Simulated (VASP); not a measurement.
# K3Li (Pm-3m) in VASP: further runs

Runs on K3Li. Level: LDA. Tasks: single point.

Program: VASP 6.6.1. These are calculated values, not measurements. Logs are shortened: lines on timing, memory, paths and dates and some standing lists are left out, and cuts for length are marked.

## 1. The cell of the first run

Symmetry: Pm-3m, No. 221, cubic system. The conventional cell has a = 6.185 Å, b = 6.185 Å, c = 6.185 Å, α = 90.00°, β = 90.00°, γ = 90.00°. Within 5.7 Å of K (site symmetry 4/mmm) lie 8 K at 4.37 Å and 4 Li at 4.37 Å. Li (site symmetry m-3m) has 12 K at 4.37 Å within 5.7 Å.

## 2. Single point, LDA

Contents of INCAR:

```
PREC = Accurate
ENCUT = 750
EDIFF = 1E-6
ISMEAR = 1
SIGMA = 0.5
LREAL = F
LASPH = T
NELM = 120
ALGO = Normal
ISIF = 2
LWAVE = F
LCHARG = F
GGA = CA
NBANDS = 23
GGA_COMPAT = F
```

Contents of KPOINTS:

```
regular mesh
0
Gamma
  4 4 4
```

Contents of POSCAR:

```
K3Li
1.0
    6.1851970000      0.0000000000      0.0000000000
    0.0000000000      6.1851970000      0.0000000000
    0.0000000000      0.0000000000      6.1851970000
K Li
3 1
Direct
    0.0000000000      0.5000000000      0.5000000000
    0.5000000000      0.0000000000      0.5000000000
    0.5000000000      0.5000000000      0.0000000000
    0.0000000000      0.0000000000      0.0000000000
```

Potentials or basis: VASP PAW LDA potentials, release 64 (K_sv, Li_sv).

Command:

```console
$ cat potpaw_LDA.64/K_sv/POTCAR potpaw_LDA.64/Li_sv/POTCAR > POTCAR
$ mpirun -np 1 vasp_std > vasp.out
```

OUTCAR:

```text
PREC = Accurate
   ENCUT = 750
   EDIFF = 1E-6
   ISMEAR = 1
   LREAL = F
   LASPH = T
   NELM = 120
   ISIF = 2
   GGA = CA

 ion  position               nearest neighbor table
   1  0.000  0.500  0.500-
   2  0.500  0.000  0.500-
   3  0.500  0.500  0.000-
   4  0.000  0.000  0.000-

  LATTYP: Found a simple cubic cell.
 ALAT       =     6.1851970000

  Lattice vectors:

 A1 = (   6.1851970000,   0.0000000000,   0.0000000000)
 A2 = (   0.0000000000,   6.1851970000,   0.0000000000)
 A3 = (   0.0000000000,   0.0000000000,   6.1851970000)

Analysis of symmetry for initial positions (statically):
=====================================================================
 Subroutine PRICEL returns:
 Original cell was already a primitive cell.

 Routine SETGRP: Setting up the symmetry group for a
 simple cubic supercell.

 Subroutine GETGRP returns: Found 48 space group operations
 (whereof 48 operations were pure point group operations)
 out of a pool of 48 trial point group operations.

The static configuration has the point symmetry O_h .

Analysis of symmetry for dynamics (positions and initial velocities):
=====================================================================
 Subroutine PRICEL returns:
 Original cell was already a primitive cell.

 Routine SETGRP: Setting up the symmetry group for a
 simple cubic supercell.

 Subroutine GETGRP returns: Found 48 space group operations
 (whereof 48 operations were pure point group operations)
 out of a pool of 48 trial point group operations.

The dynamic configuration has the point symmetry O_h .

 Subroutine INISYM returns: Found 48 space group operations
 (whereof 48 operations are pure point group operations),
 and found     1 'primitive' translations

----------------------------------------------------------------------------------------

                                     Primitive cell

  volume of cell :     236.6250

  direct lattice vectors                    reciprocal lattice vectors
     6.185197000  0.000000000  0.000000000     0.161676338  0.000000000  0.000000000
     0.000000000  6.185197000  0.000000000     0.000000000  0.161676338  0.000000000
     0.000000000  0.000000000  6.185197000     0.000000000  0.000000000  0.161676338

  length of vectors
     6.185197000  6.185197000  6.185197000     0.161676338  0.161676338  0.161676338

  position of ions in fractional coordinates (direct lattice)
     0.000000000  0.500000000  0.500000000
     0.500000000  0.000000000  0.500000000
     0.500000000  0.500000000  0.000000000
     0.000000000  0.000000000  0.000000000

  ion indices of the primitive-cell ions
   primitive index   ion index
                 1           1
                 2           2
                 3           3
                 4           4

----------------------------------------------------------------------------------------

 KPOINTS: regular mesh

Automatic generation of k-mesh.
 Grid dimensions read from file:
 generate k-points for:    4    4    4

 Generating k-lattice:

  Cartesian coordinates                     Fractional coordinates (reciprocal lattice)
     0.040419084  0.000000000  0.000000000     0.250000000  0.000000000  0.000000000
     0.000000000  0.040419084  0.000000000     0.000000000  0.250000000  0.000000000
     0.000000000  0.000000000  0.040419084     0.000000000  0.000000000  0.250000000

  Length of vectors
     0.040419084  0.040419084  0.040419084

  Shift w.r.t. Gamma in fractional coordinates (k-lattice)
     0.000000000  0.000000000  0.000000000

 Subroutine IBZKPT returns following result:
 ===========================================

 Found     10 irreducible k-points:

 Following reciprocal coordinates:
            Coordinates               Weight
  0.000000  0.000000  0.000000      1.000000
  0.250000  0.000000  0.000000      6.000000
  0.500000  0.000000  0.000000      3.000000
  0.250000  0.250000  0.000000     12.000000
  0.500000  0.250000  0.000000     12.000000
  0.500000  0.500000  0.000000      3.000000
  0.250000  0.250000  0.250000      8.000000
  0.500000  0.250000  0.250000     12.000000
  0.500000  0.500000  0.250000      6.000000
  0.500000  0.500000  0.500000      1.000000
   k-points           NKPTS =     10   k-points in BZ     NKDIM =     10   number of bands    NBANDS=     23
   number of dos      NEDOS =    301   number of ions     NIONS =      4
   total plane-waves  NPLWV = 175616
   dimension x,y,z NGX =    56 NGY =   56 NGZ =   56
   dimension x,y,z NGXF=   112 NGYF=  112 NGZF=  112
   ions per type =               3   1
   NGX,Y,Z   is equivalent  to a cutoff of  15.05, 15.05, 15.05 a.u.
   NGXF,Y,Z  is equivalent  to a cutoff of  30.10, 30.10, 30.10 a.u.
 SYSTEM =  unknown system
   PREC   = accura    normal or accurate (medium, high low for compatibility)
   ISTART =      0    job   : 0-new  1-cont  2-samecut
   ICHARG =      2    charge: 1-file 2-atom 10-const
   ISPIN  =      1    spin polarized calculation?
   LNONCOLLINEAR =      F non collinear calculations
   LSORBIT =      F    spin-orbit coupling
   LASPH  =      T    aspherical Exc in radial PAW
   ENCUT  =  750.0 eV  55.12 Ry    7.42 a.u.  13.81 13.81 13.81*2*pi/ulx,y,z
   NELM   =    120;   NELMIN=  2; NELMDL= -5     # of ELM steps
   EDIFF  = 0.1E-05   stopping-criterion for ELM
   LREAL  =      F    real-space projection
   EDIFFG = 0.1E-04   stopping-criterion for IOM
   NSW    =      0    number of steps for IOM
   IBRION =     -1    ionic relax: 0-MD 1-quasi-New 2-CG
   NFREE  =      0    steps in history (QN), initial steepest desc. (CG)
   ISIF   =      2    stress and relaxation
   ISYM   =      2    0-nonsym 1-usesym 2-fastsym
   POTIM  = 0.5000    time-step for ionic-motion
   TEBEG  =    0.0;   TEEND  =   0.0 temperature during run
   PSTRESS=    0.0 pullay stress
   NELECT =      30.0000    total number of electrons
   NUPDOWN=      -1.0000    fix difference up-down
   EMIN   =  10.00;   EMAX   =-10.00  energy-range for DOS
   EFERMI =   0.00;   METHOD = LEGACY
   ISMEAR =     1;   SIGMA  =   0.50  broadening in eV -4-tet -1-fermi 0-gaus
   EFERMI_NEDOS =   21; number of points for ismear=-14 and -15
   IALGO  =     38    algorithm
   IMIX   =      4    mixing-type and parameters
     AMIX     =   0.40;   BMIX     =  1.00
     AMIX_MAG =   1.60;   BMIX_MAG =  1.00
  volume/ion in A,a.u.               =      59.16       399.21
  Fermi-wavevector in a.u.,A,eV,Ry     =   0.822423  1.554153  9.202694  0.676379
  Thomas-Fermi vector in A             =   1.933755
   LORBIT       =      0    0 simple, 1 ext, 2 COOP (PROOUT), +10 PAW based schemes
   GGA     = CA    functional components
   LHFCALC =     F    Hartree Fock is set to
   AEXX    =    0.0000 exact exchange contribution
   IVDW    =     0    specifies the selected vdW correction
   LEPSILON=     F    determine dielectric tensor
   LRPA    =     F    only Hartree local field effects (RPA)
 non-spin polarized calculation
 Methfessel and Paxton  Order N= 1 SIGMA  =   0.50
  energy-cutoff  :      750.00
  volume of cell :      236.62
 maximum number of plane-waves:     11152
 NGX is ok and might be reduce to    56
   NGX = 27   NGY = 27   NGZ = 27

 number of electron      29.9999997 magnetization

 Free energy of the ion-electron system (eV)
  ---------------------------------------------------
  ext. energy  EPLUGINS =         0.00000000
  ---------------------------------------------------
  free energy    TOTEN  =        -5.04097634 eV

  energy without entropy =       -5.00859327  energy(sigma->0) =       -5.03018198

 E-fermi :  -0.1960     XC(G=0):  -6.0846

 val. band max:       -0.2082941349   @ k =   0.2500   0.2500   0.0000
 cond. band min:      -0.1516706278   @ k =   0.5000   0.5000   0.2500
 fundamental gap:      0.0566235070
 Fermi energy:        -0.1960240440

 k-point     1 :       0.0000    0.0000    0.0000
  band No.  band energies     occupation
      1     -47.2931      2.00000
      2     -31.8978      2.00000
      3     -31.8868      2.00000
      4     -31.8868      2.00000
      5     -15.6696      2.00000
      6     -15.6696      2.00000
[... 15 lines left out ...]
     22       2.5216     -0.00000
     23       2.5216     -0.00000

 k-point     2 :       0.2500    0.0000    0.0000
  band No.  band energies     occupation
      1     -47.2931      2.00000
      2     -31.8964      2.00000
      3     -31.8882      2.00000
      4     -31.8868      2.00000
      5     -15.6625      2.00000
      6     -15.6625      2.00000
[... 15 lines left out ...]
     22       2.6247     -0.00000
     23       2.6802     -0.00000

 k-point     3 :       0.5000    0.0000    0.0000
  band No.  band energies     occupation
      1     -47.2931      2.00000
      2     -31.8941      2.00000
      3     -31.8904      2.00000
      4     -31.8868      2.00000
      5     -15.6536      2.00000
      6     -15.6536      2.00000
[... 15 lines left out ...]
     22       2.7159     -0.00000
     23       2.9283     -0.00000

 k-point     4 :       0.2500    0.2500    0.0000
  band No.  band energies     occupation
      1     -47.2931      2.00000
      2     -31.8951      2.00000
      3     -31.8886      2.00000
      4     -31.8876      2.00000
      5     -15.6701      2.00000
      6     -15.6549      2.00000
[... 15 lines left out ...]
     22       2.6291     -0.00000
     23       2.7309     -0.00000

 k-point     5 :       0.5000    0.2500    0.0000
  band No.  band energies     occupation
      1     -47.2931      2.00000
      2     -31.8930      2.00000
      3     -31.8904      2.00000
      4     -31.8878      2.00000
      5     -15.6680      2.00000
      6     -15.6450      2.00000
[... 70 lines left out ...]
 k-point     8 :       0.5000    0.2500    0.2500
  band No.  band energies     occupation
      1     -47.2931      2.00000
      2     -31.8922      2.00000
      3     -31.8904      2.00000
      4     -31.8886      2.00000
      5     -15.6901      2.00000
      6     -15.6333      2.00000
[... 15 lines left out ...]
     22       3.1987     -0.00000
     23       3.2152     -0.00000

 k-point     9 :       0.5000    0.5000    0.2500
  band No.  band energies     occupation
      1     -47.2931      2.00000
      2     -31.8904      2.00000
      3     -31.8904      2.00000
      4     -31.8904      2.00000
      5     -15.7019      2.00000
      6     -15.6435      2.00000
[... 15 lines left out ...]
     22       3.6711     -0.00000
     23       3.6715     -0.00000

 k-point    10 :       0.5000    0.5000    0.5000
  band No.  band energies     occupation
      1     -47.2931      2.00000
      2     -31.8904      2.00000
      3     -31.8904      2.00000
      4     -31.8904      2.00000
      5     -15.7179      2.00000
      6     -15.6434      2.00000
[... 15 lines left out ...]
     22       4.0209     -0.00000
     23       4.0209     -0.00000

------------------------ aborting loop because EDIFF is reached ----------------------------------------

  FORCE on cell =-STRESS in cart. coord.  units (eV):
  Direction    XX          YY          ZZ          XY          YZ          ZX
  --------------------------------------------------------------------------------------
  -------------------------------------------------------------------------------------
  Total       -0.8189522     -0.8189522     -0.8189522      0.0000000      0.0000000     -0.0000000
  in kB       -5.5450888     -5.5450888     -5.5450888      0.0000000      0.0000000     -0.0000000
  external PRESSURE =      -5.5450888 kB  Pullay stress =       0.0000000 kB

 VOLUME and BASIS-vectors are now :
 -----------------------------------------------------------------------------
  energy-cutoff  :      750.00
  volume of cell :      236.62
      direct lattice vectors                 reciprocal lattice vectors
     6.185197000  0.000000000  0.000000000     0.161676338  0.000000000  0.000000000
     0.000000000  6.185197000  0.000000000     0.000000000  0.161676338  0.000000000
     0.000000000  0.000000000  6.185197000     0.000000000  0.000000000  0.161676338

 POSITION                                       TOTAL-FORCE (eV/Angst)
 -----------------------------------------------------------------------------------
      0.00000      3.09260      3.09260         0.000000      0.000000      0.000000
      3.09260      0.00000      3.09260         0.000000      0.000000      0.000000
      3.09260      3.09260      0.00000         0.000000      0.000000      0.000000
      0.00000      0.00000      0.00000         0.000000      0.000000      0.000000
 -----------------------------------------------------------------------------------
    total drift:                                0.000000      0.000000     -0.000000

  FREE ENERGIE OF THE ION-ELECTRON SYSTEM (eV)
  ---------------------------------------------------
  free  energy   TOTEN  =        -5.0409763358 eV

  energy  without entropy=       -5.0085932698  energy(sigma->0) =       -5.03018198
```

Run time: 54 s. Hardware: 1 thread of Intel Xeon Platinum 8488C (Sapphire Rapids), shared host; peak memory 0.35 GiB.

What came out:

| Item | Value |
| --- | --- |
| Free energy | -5.0410 eV |
| Pressure | -0.6 GPa |
| Band gap on the k mesh | zero (bands 15 and 16 overlap by 1.01 eV) |

Levels at points of the mesh, in eV from the Fermi level:
| k point | band 11 | band 12 | band 13 | band 14 | band 15 | band 16 | band 17 | band 18 | band 19 | band 20 |
| --- | --- | --- | --- | --- | --- | --- | --- | --- | --- | --- |
| (0.00, 0.00, 0.00) | -15.37 | -15.37 | -15.37 | -2.38 | 0.60 | 1.36 | 1.36 | 1.36 | 1.44 | 1.44 |
| (0.50, 0.00, 0.00) | -15.40 | -15.38 | -15.38 | -1.34 | -1.34 | 1.27 | 1.46 | 1.46 | 2.16 | 2.34 |
| (0.50, 0.50, 0.00) | -15.40 | -15.39 | -15.36 | -0.54 | -0.41 | -0.41 | -0.18 | 1.66 | 2.41 | 2.79 |
| (0.50, 0.50, 0.50) | -15.36 | -15.36 | -15.36 | -0.14 | 0.49 | 0.49 | 0.49 | 0.63 | 0.63 | 0.63 |

Caveat: so wide a smearing shifts energies and pressures.

(Part 1 of 2 ends here.)
